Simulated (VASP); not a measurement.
A run of VASP 6.6.1 is set up as follows.

File INCAR:

```
SYSTEM = WS2
PREC = Accurate ; ENCUT = 520
EDIFF = 1E-7 ; ISMEAR = -1
SIGMA = 0.02 ; LREAL = .False.
LASPH = .True. ; NELM = 80
ALGO = Normal ; ISIF = 2
LWAVE = .False. ; LCHARG = .True.
GGA = PE ; IVDW = 12
LELF = .True. ; LVHAR = .True.
NBANDS = 20
```

Contents of KPOINTS:

```
regular mesh
0
Gamma
  6 6 6
  0 0 0
```

The input POSCAR:

```
WS2
1.0
    1.5866840192      0.9160724456      5.9506418628
   -1.5866840192      0.9160724456      5.9506418628
    0.0000000000     -1.8321448912      5.9506418628
W S
1 2
Direct
    0.0000000000      0.0000000000      0.0000000000
    0.2448711161      0.2448711161      0.2448711161
    0.7551288839      0.7551288839      0.7551288839
```

Potentials or basis: VASP PAW PBE potentials, release 64 (W_sv, S).

Run with:

```bash
$ cat potpaw_PBE.64/W_sv/POTCAR potpaw_PBE.64/S/POTCAR > POTCAR
$ mpirun -np 1 vasp_std > vasp.out
```

Q: Predict the dispersion energy per atom.

A: -0.440 eV.

Q: Estimate the pressure.

A: 0.0 GPa.

Caveat: the k points lie up to 0.39 Å⁻¹ apart; pairwise dispersion overbinds metals, which lowers pressure and volume.
